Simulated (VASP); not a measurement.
Here is a VASP 6.6.1 calculation.

Contents of POSCAR:

```
InSb
1.0
    0.0000000000      3.2391000000      3.2391000000
    3.4820325000      0.0000000000      3.2391000000
    3.4820325000      3.2391000000      0.0000000000
In Sb
1 1
Direct
    0.0000000000      0.0000000000      0.0000000000
    0.7500000000      0.7500000000      0.7500000000
```

INCAR.step1

```
SYSTEM = InSb
  ALGO = Normal
  EDIFF = 1E-4
  ENCUT = 520
  GGA = PE
  ISMEAR = 0
  LASPH = .True.
  LCHARG = .False.
  LREAL = .False.
  LWAVE = .True.
  NBANDS = 16
  NELM = 100
  PREC = Accurate
  SIGMA = 0.03
```

The input INCAR.step2:

```
SYSTEM = InSb
  ALGO = Normal
  EDIFF = 1E-6
  ENCUT = 520
  ISIF = 2
  ISMEAR = 0
  ISTART = 1
  LASPH = .True.
  LCHARG = .False.
  LMIXTAU = .True.
  LREAL = .False.
  LWAVE = .False.
  METAGGA = R2SCAN
  NBANDS = 16
  NELM = 100
  PREC = Accurate
  SIGMA = 0.03
```

Contents of KPOINTS:

```
k-points
0
Gamma
  10 10 10
  0 0 0
```

Potentials or basis: VASP PAW PBE potentials, release 64 (In_d, Sb).

The run is started by

```console
$ cat potpaw_PBE.64/In_d/POTCAR potpaw_PBE.64/Sb/POTCAR > POTCAR
$ cp INCAR.step1 INCAR
$ mpirun -np 1 vasp_std > vasp.out
$ cp INCAR.step2 INCAR
$ mpirun -np 1 vasp_std > vasp.out
```

Estimate the band gap on the k mesh.

zero (filled and empty bands touch).

Estimate the pressure.

-1.5 GPa.

Stress tensor (GPa, compression positive):
```
-3.14  0.00  0.00
 0.00 -0.67  0.00
 0.00  0.00 -0.67
```

Caveat: the cell differs from its parent crystal (strain +0.0750 x Voigt [1, 0, 0, 0, 0, 0]); the PAW data sets were made with another functional, which shifts forces and pressure a little; spin-orbit coupling is left out, which moves the levels of the heavy elements.
